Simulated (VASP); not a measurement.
Write the native input for VASP 6.6.1 that does the following.

```yaml
Task: single point
Functional: LDA
Potentials_or_basis: VASP PAW LDA potentials, release 64 (Te, Pb_d)
Cutoff: 520 eV
k_mesh: 8 × 8 × 8
Occupations: gaussian, width 0.05 eV
Spin: no spin polarisation
Dipole_correction: no
Further_INCAR_settings: ALGO = Normal; EDIFF = 1e-07; NBANDS = 17
```

The structure of TePb lies in POSCAR:

```
TePb
1.0
    0.0000000000      3.2270000000      3.2270000000
    3.2270000000      0.0000000000      3.2270000000
    3.2270000000      3.2270000000      0.0000000000
Te Pb
1 1
Direct
    0.5000000000      0.5000000000      0.5000000000
    0.0058103502     -0.0058103502      0.0058103502
```

This cell differs from its parent crystal: all Pb atoms moved +0.037 Å, as atom 2 along Cartesian [0 1 0].

These files were run (other wordings do the same):

INCAR

```
PREC = Accurate
ENCUT = 520
EDIFF = 1E-7
ISMEAR = 0
SIGMA = 0.05
LREAL = F
LASPH = T
NELM = 100
ALGO = Normal
ISIF = 2
LWAVE = F
LCHARG = F
GGA = CA
NBANDS = 17
```

KPOINTS

```
regular mesh
0
Gamma
  8 8 8
```

Potentials or basis: VASP PAW LDA potentials, release 64 (Te, Pb_d).

The run is started by

```bash
$ cat potpaw_LDA.64/Te/POTCAR potpaw_LDA.64/Pb_d/POTCAR > POTCAR
$ mpirun -np 1 vasp_std > vasp.out
```

It gave:

- Pressure: -1.5 GPa
- Largest force: 0.010 eV/Å
- Band gap on the k mesh: 0.64 eV, direct

Caveat: the cell differs from its parent crystal (all Pb atoms moved +0.037 Å, as atom 2 along Cartesian [0 1 0]); spin-orbit coupling is left out, which moves the levels of the heavy elements.

Run time: 23 s on 1 thread of Intel(R) Xeon(R) 6975P-C (Granite Rapids), with other jobs on the host, peak memory 0.21 GiB.
